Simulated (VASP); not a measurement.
# CaS: relaxation of cell and atoms with PBEsol

CaS:

```
CELL_PARAMETERS angstrom
0.00000 2.84300 2.84300
2.84300 0.00000 2.84300
2.84300 2.84300 0.00000
ATOMIC_POSITIONS crystal
Ca 0.00000 0.00000 0.00000
S 0.50000 0.50000 0.50000
```

- Program: VASP 6.6.1
- Task: relaxation of cell and atoms
- Functional: PBEsol
- Potentials or basis: VASP PAW PBE potentials, release 64 (Ca_sv, S)
- Cutoff: 500 eV
- k mesh: 14 × 14 × 14
- Occupations: fermi-dirac, width 0.08 eV
- Spin: no spin polarisation
- Dipole correction: no
- Further INCAR settings: ALGO = Normal; EDIFF = 1e-07; IBRION = 2; EDIFFG = -0.002; NSW = 100; ISIF = 3

| Item | Value |
| --- | --- |
| Relaxed volume | 22.41 Å³/atom |
| Relaxed cell | a = 3.987 Å, b = 3.987 Å, c = 3.987 Å, α = 60.00°, β = 60.00°, γ = 60.00° |
| Space group after relaxing (to 0.1 Å) | Fm-3m (No. 225) |
| Energy gained by relaxing | 2.6 meV/atom |
| Ionic steps | 3 |
| Pressure after relaxing | 0.0 GPa |
| Band gap on the k mesh | 2.16 eV (least direct gap 3.00 eV) |

Step by step:
| step | energy change (eV) | largest force (eV/Å) | pressure (GPa) | volume (Å³) |
| --- | --- | --- | --- | --- |
| 1 | 0.0000 | 0.0000 | -1.46 | 45.96 |
| 2 | -0.0050 | 0.0000 | 0.35 | 44.58 |
| 3 | -0.0053 | 0.0000 | 0.00 | 44.83 |

Final structure:
```xyz
2
Lattice="0.0000 2.8195 2.8195 2.8195 0.0000 2.8195 2.8195 2.8195 0.0000" Properties=species:S:1:pos:R:3 pbc="T T T"
Ca    0.0000    0.0000    0.0000
S     2.8195    2.8195    2.8195
```

Levels at points of the mesh, in eV from the valence-band top:
| k point | band 5 | band 6 | band 7 | band 8 | band 9 | band 10 | band 11 | band 12 |
| --- | --- | --- | --- | --- | --- | --- | --- | --- |
| (0.00, 0.00, 0.00) | -11.43 | 0.00 | 0.00 | 0.00 | 4.08 | 4.08 | 4.08 | 4.16 |
| (0.50, 0.00, 0.00) | -10.53 | -3.27 | -1.24 | -1.24 | 5.11 | 6.11 | 6.26 | 6.26 |
| (0.50, 0.50, 0.00) | -10.76 | -2.38 | -0.84 | -0.84 | 2.16 | 5.64 | 6.03 | 6.90 |

Wall time 86 s on 1 thread of Intel(R) Xeon(R) 6975P-C (Granite Rapids) (shared host), peak memory 0.21 GiB.

Caveat: the PAW data sets were made with another functional, which shifts forces and pressure a little. A k mesh can miss the band edges.
